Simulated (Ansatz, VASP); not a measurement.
This is a calculation of FeGe for VASP 6.6.1.

File POSCAR:

```
FeGe
1.0
    4.9976023358      0.0000000000      0.0000000000
   -2.4988011679      4.3280505808      0.0000000000
    0.0000000000      0.0000000000      4.1157613500
Ge Fe
3 3
Direct
    0.6666666667      0.3333333333      0.5000000000
    0.3333333333      0.6666666667      0.5000000000
    0.0000000000      0.0000000000      0.0000000000
    0.0000000000      0.5000000000      0.0000000000
    0.5000000000      0.5000000000      0.0000000000
    0.5000000000      0.0000000000      0.0000000000
```

The input INCAR.step1:

```
SYSTEM = FeGe
PREC     = Accurate       ! precision mode
ENCUT    = 520            ! plane-wave cutoff, eV
ISMEAR   = -1             ! smearing method
SIGMA    = 0.05           ! smearing width, eV
LREAL    = .False.        ! projectors in reciprocal space
LASPH    = .True.         ! aspherical terms in the spheres
NELM     = 150            ! most SCF steps
ISPIN    = 2              ! spin polarisation
MAGMOM   = 0 0 0 3 3 3    ! initial moments
LMAXMIX  = 4              ! l up to which the mixer works
NBANDS   = 46             ! bands
GGA      = PE             ! functional
ALGO     = Normal         ! electronic algorithm
EDIFF    = 1E-4           ! SCF threshold, eV
LWAVE    = .True.         ! write WAVECAR
LCHARG   = .False.        ! write CHGCAR
```

The input INCAR.step2:

```
SYSTEM = FeGe
PREC     = Accurate       ! precision mode
ENCUT    = 520            ! plane-wave cutoff, eV
EDIFF    = 1E-6           ! SCF threshold, eV
ISMEAR   = -1             ! smearing method
SIGMA    = 0.05           ! smearing width, eV
LREAL    = .False.        ! projectors in reciprocal space
LASPH    = .True.         ! aspherical terms in the spheres
NELM     = 150            ! most SCF steps
ALGO     = Normal         ! electronic algorithm
ISIF     = 2              ! what is computed and relaxed
LWAVE    = .False.        ! write WAVECAR
LCHARG   = .False.        ! write CHGCAR
ISPIN    = 2              ! spin polarisation
MAGMOM   = 0 0 0 3 3 3    ! initial moments
LORBIT   = 11             ! projections on sites
LMAXMIX  = 4              ! l up to which the mixer works
METAGGA  = R2SCAN         ! meta-GGA
LMIXTAU  = .True.       
NBANDS   = 46             ! bands
ISTART   = 1
```

Contents of KPOINTS:

```
regular mesh
0
Gamma
  6 6 7
  0 0 0
```

Potentials or basis: VASP PAW PBE potentials, release 64 (Ge_d, Fe).

Run with:

```sh
$ cat potpaw_PBE.64/Ge_d/POTCAR potpaw_PBE.64/Fe/POTCAR > POTCAR
$ cp INCAR.step1 INCAR
$ mpirun -np 1 vasp_std > vasp.out
$ cp INCAR.step2 INCAR
$ mpirun -np 1 vasp_std > vasp.out
```

Q: Translate it to Ansatz 0.2.0. Potentials there: Ansatz PAW.

A: As run (the cutoff follows the program's own potentials):

File input.yaml:

```yaml
crystal:
  lattice:
    - [4.9976023358, 0.0, 0.0]
    - [-2.4988011679, 4.3280505808, 0.0]
    - [0.0, 0.0, 4.11576135]
  atoms:
    - { symbol: Ge, position: [0.6666666667, 0.3333333333, 0.5] }
    - { symbol: Ge, position: [0.3333333333, 0.6666666667, 0.5] }
    - { symbol: Ge, position: [0.0, 0.0, 0.0] }
    - { symbol: Fe, position: [0.0, 0.5, 0.0], spin: 3.0 }
    - { symbol: Fe, position: [0.5, 0.5, 0.0], spin: 3.0 }
    - { symbol: Fe, position: [0.5, 0.0, 0.0], spin: 3.0 }
hamiltonian:
  xc: r2scan
  pseudopotentials: { kind: paw }
magnetization:
  spin_polarized: true
kpoints:
  mp_grid: { grid: [6, 6, 7] }
scf:
  occupations: { method: fermi_dirac, width: 0.05 }
output:
  forces: true
  stress: true
  eigenvalues: true
```

Potentials or basis: Ansatz PAW.

Run with:

```console
$ ansatz run input.yaml --threads 1 --pin off --max-ram 3584MiB --backend cpu --events-out ev --progress --plain --runs-dir out
```

Both were run:

|  | VASP | Ansatz | Ansatz less VASP |
| --- | --- | --- | --- |
| gap on the k mesh at the Fermi level (eV) | none | none | - |
| pressure (GPa) | -1.0 | -0.8 | +0.16 |
| traceless stress, the component that is largest in VASP (GPa) | 0.12 | 0.21 | +0.094 |
| net moment per atom (μB) | 1.10 | 1.10 | +0.004 |
| size of the moment on the site where the two differ most (μB) | 0.13 | 0.10 | -0.032 |

VASP's potentials were made for PBE, not for r2SCAN. Site moments also hang on the region over which each program counts them. A gap of «none» marks a metal or a gap that the smearing closes. The functional is the same, so the differences come from potentials, cutoffs and numerics. VASP's potentials hold 66 valence electrons a cell and Ansatz's 90, so a difference there can come from the potentials and not from the codes.

Noted on Ansatz's run: the magnetic or orbital state may not be the lowest.
